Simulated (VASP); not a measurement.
**Be2C: single point with PBE**

Crystal: Be2C.

```
CELL_PARAMETERS angstrom
0.00000 2.16485 2.16485
2.16485 0.00000 2.16485
2.16485 2.16485 0.00000
ATOMIC_POSITIONS crystal
Be 0.25000 0.25000 0.25000
Be 0.75000 0.75000 0.75000
C 0.00000 0.00000 0.00000
```

| Item | Value |
| --- | --- |
| Program | VASP 6.6.1 |
| Task | single point |
| Functional | PBE |
| Potentials or basis | VASP PAW PBE potentials, release 64 (Be, C) |
| Cutoff | 520 eV |
| k mesh | 10 × 10 × 10 |
| Occupations | tetrahedron, width 0.1 eV |
| Spin | no spin polarisation |
| Dipole correction | no |
| k mesh for the DOS | 15 × 15 × 15 |
| Occupations for the DOS | tetrahedron |
| Further INCAR settings | ALGO = Normal; EDIFF = 1e-06; NBANDS = 11 |

```yaml
Valence_electrons_inside_the_program's_atomic_spheres: Be 1.27; C 2.50
```

Levels at points of the mesh, in eV from the valence-band top:
```
           k point  band 1  band 2  band 3  band 4  band 5  band 6  band 7  band 8
(0.00, 0.00, 0.00)  -15.04    0.00    0.00    0.00    4.13    4.13    4.13    6.75
```

It took 20 s on 1 thread of AMD EPYC 7R43 64-Core Processor (Zen 3) (shared host), peak memory 0.11 GiB.
